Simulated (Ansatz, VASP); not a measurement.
# TlGa3: VASP beside Ansatz

```xyz
8
Lattice="6.6734 0.0000 0.0000 -3.3367 5.7793 0.0000 0.0000 0.0000 4.7550" Properties=species:S:1:pos:R:3 pbc="T T T"
Tl    0.0000    3.8529    1.1888
Tl    3.3367    1.9264    3.5663
Ga    3.3367    4.0555    1.1888
Ga   -1.8438    4.9174    3.5663
Ga    1.4928    0.8619    1.1888
Ga    0.0000    1.7238    3.5663
Ga    5.1805    0.8619    1.1888
Ga    1.8438    4.9174    3.5663
```

Alike in both runs: functional PBE; k mesh 6 × 6 × 8; occupations gaussian, width 0.1 eV; no spin polarisation.

Ansatz relaxed the structure, and its values are those at the end. VASP's run is a single point on that final structure, the one shown.

|  | VASP | Ansatz |
| --- | --- | --- |
| version | VASP 6.6.1 | Ansatz 0.2.0 |
| potentials or method | VASP PAW PBE potentials, release 64 (Tl_d, Ga_d), cutoff 520 eV | scalar-relativistic, plane waves, PAW |
| valence electrons in the cell | 104 | 104 |

|  | VASP | Ansatz | Ansatz less VASP |
| --- | --- | --- | --- |
| gap on the k mesh at the Fermi level (eV) | none | none | - |
| pressure (GPa) | 0.0 | 0.0 | +0.02 |

A gap of «none» marks a metal or a gap that the smearing closes.

Spin-orbit coupling is off throughout.
